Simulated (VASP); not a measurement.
Cs, 2 atoms in the cell. Symmetry: P6_3/mmc, No. 194, hexagonal system. Conventional cell: a = 4.995 Å, b = 4.995 Å, c = 8.092 Å, α = 90.00°, β = 90.00°, γ = 120.00°. This isn't the form of Cs at room conditions, which is bcc.

```yaml
Program: VASP 6.6.1
Task: relaxation of shape and atoms at fixed volume
Functional: PBE
Potentials_or_basis: VASP PAW PBE potentials, release 64 (Cs_sv)
Cutoff: 600 eV
k_mesh: 8 × 8 × 5
Occupations: fermi-dirac, width 0.05 eV
Spin: no spin polarisation
Dipole_correction: no
Further_INCAR_settings: ALGO = Normal; EDIFF = 1e-06; IBRION = 2; EDIFFG = -0.005; NSW = 50; ISIF = 4
```

Potentials or basis: VASP PAW PBE potentials, release 64 (Cs_sv).

Run with:

```console
$ cat potpaw_PBE.64/Cs_sv/POTCAR > POTCAR
$ mpirun -np 1 vasp_std > vasp.out
```

Hardware: 1 thread of AMD EPYC 9R45 96-Core Processor (Zen 5) (shared host).

**Question.** Estimate the wall time of this run.

**Answer.** Run time: 86 s on 1 thread of AMD EPYC 9R45 96-Core Processor (Zen 5), on a shared host, peak memory 0.32 GiB. Counts: scf iterations 19, k points 30, ion steps 3.
